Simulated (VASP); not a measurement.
HBr, 8 atoms in the cell. The structure is orthorhombic, space group Fmmm (No. 69). Conventional cell: a = 3.337 Å, b = 7.264 Å, c = 7.594 Å, α = 90.00°, β = 90.00°, γ = 90.00°. H (site symmetry mmm) has 2 Br at 1.67 Å within 2.2 Å. Br (site symmetry mmm) has 2 H at 1.67 Å within 2.2 Å.  This cell differs from its parent crystal: strain along c alone, the other axes held: -4.5 %.

* Program: VASP 6.6.1
* Task: single point
* Functional: r2SCAN
* Potentials or basis: VASP PAW PBE potentials, release 64 (H, Br)
* Cutoff: 520 eV
* k mesh: 8 × 4 × 4
* Occupations: gaussian, width 0.02 eV
* Spin: no spin polarisation
* Dipole correction: no
* Further INCAR settings: ALGO = Normal; EDIFF = 1e-06; NBANDS = 26

Potentials or basis: VASP PAW PBE potentials, release 64 (H, Br).

Run with:

```console
$ cat potpaw_PBE.64/H/POTCAR potpaw_PBE.64/Br/POTCAR > POTCAR
$ cp INCAR.step1 INCAR
$ mpirun -np 1 vasp_std > vasp.out
$ cp INCAR.step2 INCAR
$ mpirun -np 1 vasp_std > vasp.out
```

Hardware: 1 thread of Intel Xeon 8259CL, with other jobs on the host.

Problem. How long does it take, and how much memory?

Solution. Wall time 14 min on 1 thread of Intel Xeon 8259CL, with other jobs on the host, peak memory 0.42 GiB. Counts: k points 45.
